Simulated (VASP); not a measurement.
Write the native input for VASP 6.6.1 that does the following.

- Task: single point
- Functional: PBEsol
- Potentials or basis: VASP PAW PBE potentials, release 64 (Cu, O)
- Cutoff: 520 eV
- k mesh: 7 × 7 × 4
- Occupations: gaussian, width 0.05 eV
- Spin: collinear spin
- Starting moments: [0.29, -0.29, 0.0, 0.0] μB
- Hubbard terms: Cu d U = 1.0 eV
- Dipole correction: no
- Further INCAR settings: ALGO = Normal; EDIFF = 1e-06; NBANDS = 29

The structure of CuO lies in POSCAR:

```
CuO
1.0
    2.3446497600     -1.7133998200      0.0000000000
    2.3446497600      1.7133998200      0.0000000000
   -0.8605499100      0.0000000000      5.0594394800
Cu O
2 2
Direct
    0.0032000000      0.4968000000      0.0000000000
    0.4968000000      0.0032000000      0.5000000000
    0.5714000000      0.4056000000      0.2537000000
    0.4056000000      0.5714000000      0.7537000000
```

One way to write it, as run:

INCAR

```
ALGO = Normal ; EDIFF = 1E-6
ENCUT = 520 ; GGA = PS
ISIF = 2 ; ISMEAR = 0
ISPIN = 2 ; LASPH = T
LCHARG = F ; LDAU = T
LDAUJ = 0 0 ; LDAUL = 2 -1
LDAUPRINT = 1 ; LDAUTYPE = 2
LDAUU = 1 0 ; LMAXMIX = 4
LORBIT = 11 ; LREAL = F
LWAVE = F ; MAGMOM = 0.29 -0.29 0 0
NBANDS = 29 ; NELM = 150
PREC = Accurate ; SIGMA = 0.05
```

KPOINTS

```
k-points
0
Gamma
  7 7 4
```

Potentials or basis: VASP PAW PBE potentials, release 64 (Cu, O).

Command:

```sh
$ cat potpaw_PBE.64/Cu/POTCAR potpaw_PBE.64/O/POTCAR > POTCAR
$ mpirun -np 1 vasp_std > vasp.out
```

It gave:

The pressure is -2.7 GPa. The largest force is 0.734 eV/Å, the band gap on the k mesh is zero (filled and empty bands overlap) and the net moment is 0.00 μB per cell. The site moments are Cu +0.30, -0.30; O -0.00, +0.00 μB and the valence electrons inside the program's atomic spheres are Cu 9.93; O 4.94.

Caveat: semilocal functionals underestimate gaps, and a narrow one can read as zero; the PAW data sets were made with another functional, which shifts forces and pressure a little.

Run time: 74 s on 1 thread of Intel(R) Xeon(R) 6975P-C (Granite Rapids), on a shared host, peak memory 0.24 GiB.
